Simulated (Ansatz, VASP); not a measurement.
## AgCl in VASP and in Ansatz

The input INCAR:

```
SYSTEM = AgCl
PREC = Accurate
ENCUT = 520
EDIFF = 1E-8
ISMEAR = -1
SIGMA = 0.01
LREAL = .False.
LASPH = .True.
NELM = 80
ALGO = Normal
ISIF = 2
LWAVE = .False.
LCHARG = .False.
GGA = PE
LEFG = .True.
NBANDS = 16
```

KPOINTS

```
Automatic mesh
0
Gamma
  9 9 9
  0 0 0
```

POSCAR

```
AgCl
1.0
    3.4791620374      0.0000000000      0.0000000000
    0.0000000000      3.4791620374      0.0000000000
    0.0000000000      0.0000000000      3.4791620374
Ag Cl
1 1
Direct
    0.0000000000      0.0000000000      0.0000000000
    0.5000000000      0.5000000000      0.5000000000
```

Input for Ansatz:

```yaml
crystal:
  lattice:
    - [3.4791620374, 0.0, 0.0]
    - [0.0, 3.4791620374, 0.0]
    - [0.0, 0.0, 3.4791620374]
  atoms:
    - { symbol: Ag, position: [0.0, 0.0, 0.0] }
    - { symbol: Cl, position: [0.5, 0.5, 0.5] }
kpoints:
  mp_grid: { grid: [9, 9, 9] }
scf:
  occupations: { method: fermi_dirac, width: 0.01 }
hamiltonian:
  xc: pbe
  pseudopotentials: { kind: all_electron, datasets: crystal }
output:
  forces: true
  stress: true
  eigenvalues: true
  efg: { contact_densities: true }
```

Change from the starting cell: volume scaled by 1.04, crystal datasets.

Alike in both runs: task electric field gradients; functional PBE; k mesh 9 × 9 × 9; occupations fermi-dirac, width 0.01 eV; no spin polarisation.

```csv
,VASP,Ansatz
version,VASP 6.6.1,Ansatz 0.2.0
potentials or method,"VASP PAW PBE potentials, release 64 (Ag, Cl), cutoff 520 eV","all-electron PAW with datasets made for the crystal, scalar-relativistic"
```

```csv
,VASP,Ansatz,Ansatz less VASP
gap on the k mesh at the Fermi level (eV),0.60,0.60,+0.002
pressure (GPa),-1.9,-1.8,+0.12
```

Ansatz ran all-electron here, and VASP with PAW potentials.
